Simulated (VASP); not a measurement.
# Bi (Im-3m) in VASP: a series of runs

The runs below take Bi through relaxation of cell and atoms, with PBEsol.

Program: VASP 6.6.1. These are calculated values, not measurements. Logs are shortened: lines on timing, memory, paths and dates and some standing lists are left out, and cuts for length are marked.

## (1) The cell of the first run

It takes space group Im-3m (No. 229, cubic). Conventional cell: a = 4.120 Å, b = 4.120 Å, c = 4.120 Å, α = 90.00°, β = 90.00°, γ = 90.00°. Bi (site symmetry m-3m) has 14 Bi at 3.57 to 4.12 Å within 4.7 Å.

This isn't the form of Bi at room conditions, which is rhombohedral.

## (2) Relaxation of cell and atoms, PBEsol

INCAR

```
PREC = Accurate
ENCUT = 500
EDIFF = 1E-7
ISMEAR = -1
SIGMA = 0.1
LREAL = F
LASPH = T
NELM = 120
ALGO = Normal
ISIF = 3
LWAVE = F
LCHARG = F
GGA = PS
IBRION = 2
NSW = 60
EDIFFG = -0.03
GGA_COMPAT = F
NELMIN = 4
```

KPOINTS

```
regular mesh
0
Gamma
  9 9 9
```

POSCAR

```
Bi
1.0
   -2.0600000000      2.0600000000      2.0600000000
    2.0600000000     -2.0600000000      2.0600000000
    2.0600000000      2.0600000000     -2.0600000000
Bi
1
Direct
    0.0000000000      0.0000000000      0.0000000000
```

Potentials or basis: VASP PAW PBE potentials, release 64 (Bi_d).

On the command line:

```bash
> cat potpaw_PBE.64/Bi_d/POTCAR > POTCAR
> mpirun -np 1 vasp_std > vasp.out
```

OUTCAR:

```text
PREC = Accurate
   ENCUT = 500
   EDIFF = 1E-7
   ISMEAR = -1
   LREAL = F
   LASPH = T
   NELM = 120
   ISIF = 3
   GGA = PS
   IBRION = 2
   NSW = 60
   EDIFFG = -0.03
   NELMIN = 4

 ion  position               nearest neighbor table
   1  0.000  0.000  0.000-

  LATTYP: Found a body centered cubic cell.
 ALAT       =     4.1200000000

  Lattice vectors:

 A1 = (  -2.0600000000,   2.0600000000,   2.0600000000)
 A2 = (   2.0600000000,  -2.0600000000,   2.0600000000)
 A3 = (   2.0600000000,   2.0600000000,  -2.0600000000)

Analysis of symmetry for initial positions (statically):
=====================================================================
 Subroutine PRICEL returns:
 Original cell was already a primitive cell.

 Routine SETGRP: Setting up the symmetry group for a
 body centered cubic supercell.

 Subroutine GETGRP returns: Found 48 space group operations
 (whereof 48 operations were pure point group operations)
 out of a pool of 48 trial point group operations.

The static configuration has the point symmetry O_h .

Analysis of symmetry for dynamics (positions and initial velocities):
=====================================================================
 Subroutine PRICEL returns:
 Original cell was already a primitive cell.

 Routine SETGRP: Setting up the symmetry group for a
 body centered cubic supercell.

 Subroutine GETGRP returns: Found 48 space group operations
 (whereof 48 operations were pure point group operations)
 out of a pool of 48 trial point group operations.

The dynamic configuration has the point symmetry O_h .

 Subroutine INISYM returns: Found 48 space group operations
 (whereof 48 operations are pure point group operations),
 and found     1 'primitive' translations

----------------------------------------------------------------------------------------

                                     Primitive cell

  volume of cell :      34.9673

  direct lattice vectors                    reciprocal lattice vectors
    -2.060000000  2.060000000  2.060000000     0.000000000  0.242718447  0.242718447
     2.060000000 -2.060000000  2.060000000     0.242718447  0.000000000  0.242718447
     2.060000000  2.060000000 -2.060000000     0.242718447  0.242718447  0.000000000

  length of vectors
     3.568024664  3.568024664  3.568024664     0.343255719  0.343255719  0.343255719

  position of ions in fractional coordinates (direct lattice)
     0.000000000  0.000000000  0.000000000

  ion indices of the primitive-cell ions
   primitive index   ion index
                 1           1

----------------------------------------------------------------------------------------

 KPOINTS: regular mesh

Automatic generation of k-mesh.
 Grid dimensions read from file:
 generate k-points for:    9    9    9

 Generating k-lattice:

  Cartesian coordinates                     Fractional coordinates (reciprocal lattice)
     0.000000000  0.026968716  0.026968716     0.111111111  0.000000000  0.000000000
     0.026968716  0.000000000  0.026968716     0.000000000  0.111111111  0.000000000
     0.026968716  0.026968716  0.000000000     0.000000000  0.000000000  0.111111111

  Length of vectors
     0.038139524  0.038139524  0.038139524

  Shift w.r.t. Gamma in fractional coordinates (k-lattice)
     0.000000000  0.000000000  0.000000000

 Subroutine IBZKPT returns following result:
 ===========================================

 Found     35 irreducible k-points:

 Following reciprocal coordinates:
            Coordinates               Weight
  0.000000  0.000000  0.000000      1.000000
  0.111111  0.000000  0.000000     12.000000
  0.222222  0.000000  0.000000     12.000000
  0.333333  0.000000  0.000000     12.000000
  0.444444  0.000000  0.000000     12.000000
  0.111111  0.111111  0.000000     24.000000
[... 16 lines left out ...]
 -0.333333  0.444444  0.111111     48.000000
 -0.444444 -0.444444  0.111111     24.000000
 [... further k-points ...]
   k-points           NKPTS =     35   k-points in BZ     NKDIM =     35   number of bands    NBANDS=     11
   number of dos      NEDOS =    301   number of ions     NIONS =      1
   total plane-waves  NPLWV =  21952
   dimension x,y,z NGX =    28 NGY =   28 NGZ =   28
   dimension x,y,z NGXF=    56 NGYF=   56 NGZF=   56
   ions per type =               1
   NGX,Y,Z   is equivalent  to a cutoff of  13.05, 13.05, 13.05 a.u.
   NGXF,Y,Z  is equivalent  to a cutoff of  26.09, 26.09, 26.09 a.u.
 SYSTEM =  unknown system
   PREC   = accura    normal or accurate (medium, high low for compatibility)
   ISTART =      0    job   : 0-new  1-cont  2-samecut
   ICHARG =      2    charge: 1-file 2-atom 10-const
   ISPIN  =      1    spin polarized calculation?
   LNONCOLLINEAR =      F non collinear calculations
   LSORBIT =      F    spin-orbit coupling
   LASPH  =      T    aspherical Exc in radial PAW
   ENCUT  =  500.0 eV  36.75 Ry    6.06 a.u.   6.51  6.51  6.51*2*pi/ulx,y,z
   NELM   =    120;   NELMIN=  4; NELMDL= -5     # of ELM steps
   EDIFF  = 0.1E-06   stopping-criterion for ELM
   LREAL  =      F    real-space projection
   EDIFFG = -.3E-01   stopping-criterion for IOM
   NSW    =     60    number of steps for IOM
   IBRION =      2    ionic relax: 0-MD 1-quasi-New 2-CG
   NFREE  =      1    steps in history (QN), initial steepest desc. (CG)
   ISIF   =      3    stress and relaxation
   ISYM   =      2    0-nonsym 1-usesym 2-fastsym
   POTIM  = 0.5000    time-step for ionic-motion
   TEBEG  =    0.0;   TEEND  =   0.0 temperature during run
   PSTRESS=    0.0 pullay stress
   NELECT =      15.0000    total number of electrons
   NUPDOWN=      -1.0000    fix difference up-down
   EMIN   =  10.00;   EMAX   =-10.00  energy-range for DOS
   EFERMI =   0.00;   METHOD = LEGACY
   ISMEAR =    -1;   SIGMA  =   0.10  broadening in eV -4-tet -1-fermi 0-gaus
   EFERMI_NEDOS =   21; number of points for ismear=-14 and -15
   IALGO  =     38    algorithm
   IMIX   =      4    mixing-type and parameters
     AMIX     =   0.40;   BMIX     =  1.00
     AMIX_MAG =   1.60;   BMIX_MAG =  1.00
  volume/ion in A,a.u.               =      34.97       235.97
  Fermi-wavevector in a.u.,A,eV,Ry     =   1.234671  2.333191 20.740902  1.524413
  Thomas-Fermi vector in A             =   2.369352
   LORBIT       =      0    0 simple, 1 ext, 2 COOP (PROOUT), +10 PAW based schemes
   GGA     = PS    functional components
   LHFCALC =     F    Hartree Fock is set to
   AEXX    =    0.0000 exact exchange contribution
   IVDW    =     0    specifies the selected vdW correction
   LEPSILON=     F    determine dielectric tensor
   LRPA    =     F    only Hartree local field effects (RPA)
 conjugate gradient relaxation of ions
 non-spin polarized calculation
  energy-cutoff  :      500.00
  volume of cell :       34.97
 maximum number of plane-waves:       935
 NGX is ok and might be reduce to    28
   NGX = 13   NGY = 13   NGZ = 13

--------------------------------------- Ionic step        1  -------------------------------------------

 number of electron      14.9999996 magnetization

 Free energy of the ion-electron system (eV)
  ---------------------------------------------------
  ext. energy  EPLUGINS =         0.00000000
  ---------------------------------------------------
  free energy    TOTEN  =        -4.12671623 eV

  energy without entropy =       -4.10987152  energy(sigma->0) =       -4.11829387

 E-fermi :   6.3429     XC(G=0):  -9.8948

 val. band max:        6.2546632468   @ k =  -0.4444   0.4444   0.2222
 cond. band min:       6.6634223963   @ k =   0.3333   0.2222   0.1111
 fundamental gap:      0.4087591495
 Fermi energy:         6.3429152723

 k-point     1 :       0.0000    0.0000    0.0000
  band No.  band energies     occupation
      1     -16.5103      2.00000
      2     -16.5103      2.00000
      3     -16.5103      2.00000
      4     -16.4234      2.00000
      5     -16.4234      2.00000
      6      -6.4203      2.00000
      7      10.7015      0.00000
      8      10.7015      0.00000
      9      10.7015      0.00000
     10      14.0795      0.00000
     11      16.7867      0.00000

 k-point     2 :       0.1111    0.0000    0.0000
  band No.  band energies     occupation
      1     -16.5132      2.00000
      2     -16.5046      2.00000
      3     -16.4936      2.00000
      4     -16.4269      2.00000
      5     -16.4241      2.00000
      6      -6.2284      2.00000
      7       8.9090      0.00000
      8      10.1819      0.00000
      9      10.5577      0.00000
     10      14.6815      0.00000
     11      15.6810      0.00000

 k-point     3 :       0.2222    0.0000    0.0000
  band No.  band energies     occupation
      1     -16.5208      2.00000
      2     -16.4928      2.00000
      3     -16.4512      2.00000
      4     -16.4336      2.00000
      5     -16.4258      2.00000
      6      -5.6742      2.00000
      7       6.1851      1.65789
      8       9.1679      0.00000
      9      10.1841      0.00000
     10      13.3646      0.00000
     11      14.6844      0.00000
[... 342 lines left out ...]
 VOLUME and BASIS-vectors are now :
 -----------------------------------------------------------------------------
  energy-cutoff  :      500.00
  volume of cell :       28.32
      direct lattice vectors                 reciprocal lattice vectors
    -1.920206565  1.920206565  1.920206565     0.000000000  0.260388653  0.260388653
     1.920206565 -1.920206565  1.920206565     0.260388653  0.000000000  0.260388653
     1.920206565  1.920206565 -1.920206565     0.260388653  0.260388653  0.000000000

 POSITION                                       TOTAL-FORCE (eV/Angst)
 -----------------------------------------------------------------------------------
      0.00000      3.84041      0.00000         0.000000     -0.000000      0.000000
 -----------------------------------------------------------------------------------
    total drift:                                0.000000      0.000000     -0.000000

  FREE ENERGIE OF THE ION-ELECTRON SYSTEM (eV)
  ---------------------------------------------------
  free  energy   TOTEN  =        -4.2231047618 eV

  energy  without entropy=       -4.2073029694  energy(sigma->0) =       -4.21520387

--------------------------------------- Ionic step        3  -------------------------------------------

 number of electron      15.0000000 magnetization

 Free energy of the ion-electron system (eV)
  ---------------------------------------------------
  ext. energy  EPLUGINS =         0.00000000
  ---------------------------------------------------
  free energy    TOTEN  =        -4.24226966 eV

  energy without entropy =       -4.22648504  energy(sigma->0) =       -4.23437735

 E-fermi :   8.2708     XC(G=0): -10.6158

 val. band max:        8.2576547509   @ k =   0.2222   0.0000   0.0000
 cond. band min:       8.2974691894   @ k =  -0.2222   0.2222   0.1111
 fundamental gap:      0.0398144385
 Fermi energy:         8.2708120780

 k-point     1 :       0.0000    0.0000    0.0000
  band No.  band energies     occupation
      1     -14.7623      2.00000
      2     -14.7623      2.00000
      3     -14.7623      2.00000
      4     -14.6160      2.00000
      5     -14.6160      2.00000
      6      -5.5793      2.00000
      7      13.6033      0.00000
      8      13.6033      0.00000
      9      13.6033      0.00000
     10      17.8030      0.00000
     11      18.6986      0.00000

 k-point     2 :       0.1111    0.0000    0.0000
  band No.  band energies     occupation
      1     -14.7676      2.00000
      2     -14.7534      2.00000
      3     -14.7347      2.00000
      4     -14.6221      2.00000
      5     -14.6169      2.00000
      6      -5.3440      2.00000
      7      11.5126      0.00000
      8      12.9198      0.00000
      9      13.3765      0.00000
     10      17.1141      0.00000
     11      17.8505      0.00000

 k-point     3 :       0.2222    0.0000    0.0000
  band No.  band energies     occupation
      1     -14.7812      2.00000
      2     -14.7361      2.00000
      3     -14.6643      2.00000
      4     -14.6335      2.00000
      5     -14.6193      2.00000
      6      -4.6528      2.00000
      7       8.2577      1.06569
      8      11.6370      0.00000
      9      12.7969      0.00000
     10      15.6754      0.00000
     11      16.8902      0.00000
[... 307 lines left out ...]
 VOLUME and BASIS-vectors are now :
 -----------------------------------------------------------------------------
  energy-cutoff  :      500.00
  volume of cell :       29.99
      direct lattice vectors                 reciprocal lattice vectors
    -1.957218916  1.957218916  1.957218916     0.000000000  0.255464525  0.255464525
     1.957218916 -1.957218916  1.957218916     0.255464525  0.000000000  0.255464525
     1.957218916  1.957218916 -1.957218916     0.255464525  0.255464525  0.000000000

 POSITION                                       TOTAL-FORCE (eV/Angst)
 -----------------------------------------------------------------------------------
      0.00000     -0.00000      0.00000         0.000000     -0.000000      0.000000
 -----------------------------------------------------------------------------------
    total drift:                               -0.000000     -0.000000     -0.000000

  FREE ENERGIE OF THE ION-ELECTRON SYSTEM (eV)
  ---------------------------------------------------
  free  energy   TOTEN  =        -4.2422696639 eV

  energy  without entropy=       -4.2264850390  energy(sigma->0) =       -4.23437735

 reached required accuracy - stopping structural energy minimisation
```

Wall time 29 s (1 thread of Intel Xeon Platinum 8488C (Sapphire Rapids), shared host); peak memory 0.16 GiB.

What came out:

```
Free energy                           : -4.2423 eV
Relaxed volume                        : 29.99 Å³/atom
Relaxed cell                          : a = 3.390 Å, b = 3.390 Å, c = 3.390 Å, α = 109.47°, β = 109.47°, γ = 109.47°
Space group after relaxing (to 0.1 Å) : Im-3m (No. 229)
Energy gained by relaxing             : 115.6 meV/atom
Ionic steps                           : 3
Pressure after relaxing               : 0.0 GPa
Band gap on the k mesh                : zero (an odd number of electrons rules out a gap without spin polarisation)
```

The path:
| step | energy change (eV) | largest force (eV/Å) | pressure (GPa) | volume (Å³) |
| --- | --- | --- | --- | --- |
| 1 | 0.0000 | 0.0000 | -6.45 | 34.97 |
| 2 | -0.0964 | 0.0000 | 3.89 | 28.32 |
| 3 | -0.1156 | 0.0000 | -0.01 | 29.99 |

Final structure:
```xyz
1
Lattice="-1.9572 1.9572 1.9572 1.9572 -1.9572 1.9572 1.9572 1.9572 -1.9572" Properties=species:S:1:pos:R:3 pbc="T T T"
Bi    0.0000    0.0000    0.0000
```

Levels at points of the mesh, in eV from the Fermi level:
```csv
k point,band 3,band 4,band 5,band 6,band 7,band 8,band 9,band 10,band 11
"(0.00, 0.00, 0.00)",-23.03,-22.89,-22.89,-13.85,5.33,5.33,5.33,9.53,10.43
```

Caveat: the PAW data sets were made with another functional, which shifts forces and pressure a little; spin-orbit coupling is left out, which moves the levels of the heavy elements.

## (3) Relaxation of cell and atoms, PBEsol, target pressure 15 GPa, at which the enthalpy is minimised

INCAR

```
SYSTEM = Bi
PREC = Accurate
ENCUT = 500
EDIFF = 1E-7
ISMEAR = -1
SIGMA = 0.1
LREAL = .FALSE.
LASPH = .TRUE.
NELM = 120
ALGO = Normal
ISIF = 3
LWAVE = .FALSE.
LCHARG = .FALSE.
GGA = PS
IBRION = 2
NSW = 60
EDIFFG = -0.03
PSTRESS = 150.0
GGA_COMPAT = .FALSE.
NELMIN = 4
```

KPOINTS

```
Automatic mesh
0
G
  9 9 9
  0 0 0
```

POSCAR is that of step 2.

Potentials or basis: VASP PAW PBE potentials, release 64 (Bi_d).

On the command line:

```bash
> cat potpaw_PBE.64/Bi_d/POTCAR > POTCAR
> mpirun -np 1 vasp_std > vasp.out
```

OUTCAR:

```text
SYSTEM = Bi
   PREC = Accurate
   ENCUT = 500
   EDIFF = 1E-7
   ISMEAR = -1
   LREAL = .FALSE.
   LASPH = .TRUE.
   NELM = 120
   ISIF = 3
   GGA = PS
   IBRION = 2
   NSW = 60
   EDIFFG = -0.03
   PSTRESS = 150.0
   NELMIN = 4

 ion  position               nearest neighbor table
   1  0.000  0.000  0.000-

  LATTYP: Found a body centered cubic cell.
 ALAT       =     4.1200000000

  Lattice vectors:

 A1 = (  -2.0600000000,   2.0600000000,   2.0600000000)
 A2 = (   2.0600000000,  -2.0600000000,   2.0600000000)
 A3 = (   2.0600000000,   2.0600000000,  -2.0600000000)

Analysis of symmetry for initial positions (statically):
=====================================================================
 Subroutine PRICEL returns:
 Original cell was already a primitive cell.

 Routine SETGRP: Setting up the symmetry group for a
[... 176 lines left out ...]
 k-point     1 :       0.0000    0.0000    0.0000
  band No.  band energies     occupation
      1     -16.5103      2.00000
      2     -16.5103      2.00000
      3     -16.5103      2.00000
      4     -16.4234      2.00000
      5     -16.4234      2.00000
      6      -6.4203      2.00000
      7      10.7015      0.00000
      8      10.7015      0.00000
      9      10.7015      0.00000
     10      14.0795      0.00000
     11      16.7867      0.00000
[... 469 lines left out ...]
--------------------------------------- Ionic step        5  -------------------------------------------

 number of electron      15.0000005 magnetization

 Free energy of the ion-electron system (eV)
  ---------------------------------------------------
  ext. energy  EPLUGINS =         0.00000000
  ---------------------------------------------------
  free energy    TOTEN  =        -4.05441814 eV

  energy without entropy =       -4.04119919  energy(sigma->0) =       -4.04780866

 E-fermi :  10.7632     XC(G=0): -11.4673

 val. band max:       10.6805349955   @ k =   0.3333   0.2222   0.1111
 cond. band min:      10.7892426532   @ k =  -0.2222   0.2222   0.2222
 fundamental gap:      0.1087076578
 Fermi energy:        10.7631963334

 k-point     1 :       0.0000    0.0000    0.0000
  band No.  band energies     occupation
      1     -12.5942      2.00000
      2     -12.5942      2.00000
      3     -12.5942      2.00000
      4     -12.3431      2.00000
      5     -12.3431      2.00000
      6      -4.5957      2.00000
      7      17.3928      0.00000
      8      17.3928      0.00000
      9      17.3928      0.00000
     10      21.0413      0.00000
     11      21.0413      0.00000
[... 354 lines left out ...]
  energy  without entropy=       -4.0411991852  energy(sigma->0) =       -4.04780866

  enthalpy is  TOTEN    =        -1.6866931088 eV   P V=        2.3677250276

 reached required accuracy - stopping structural energy minimisation
```

It took 43 s on 1 thread of Intel Xeon Platinum 8488C (Sapphire Rapids), shared host; peak memory 0.17 GiB.

Results:

```yaml
Free_energy: -4.0544 eV
Relaxed_volume: 25.29 Å³/atom
Relaxed_cell: a = 3.203 Å, b = 3.203 Å, c = 3.203 Å, α = 109.47°, β = 109.47°, γ = 109.47°
Space_group_after_relaxing_to_0.1_Å: Im-3m (No. 229)
Energy_change_on_relaxing_the_run_minimises_the_enthalpy: +72.3 meV/atom
Ionic_steps: 5
Pressure_after_relaxing: 15.0 GPa
Band_gap_on_the_k_mesh: zero (an odd number of electrons rules out a gap without spin polarisation)
```

Step by step:
```tsv
step	energy change (eV)	largest force (eV/Å)	pressure (GPa)	volume (Å³)
1	0.0000	0.0000	-6.45	34.97
2	3.6526	0.0000	156.94	16.23
3	-0.0091	0.0000	10.45	26.32
4	0.0329	0.0000	12.91	25.74
5	0.0723	0.0000	15.04	25.29
```

Final structure:
```
Bi
1.0
    -1.84911    1.84911    1.84911
     1.84911   -1.84911    1.84911
     1.84911    1.84911   -1.84911
Bi
1
Direct
  0.00000 0.00000 0.00000
```

Caveat: the cell is relaxed towards a set pressure, so the run minimises the enthalpy, not the energy; the volume moved by over 15 % at a fixed basis, so the end points are rough; the PAW data sets were made with another functional, which shifts forces and pressure a little; spin-orbit coupling is left out, which moves the levels of the heavy elements.

(Continued in part 2 of 2.)

The gap in the log of VASP goes by the Fermi energy; the results here count the filled bands.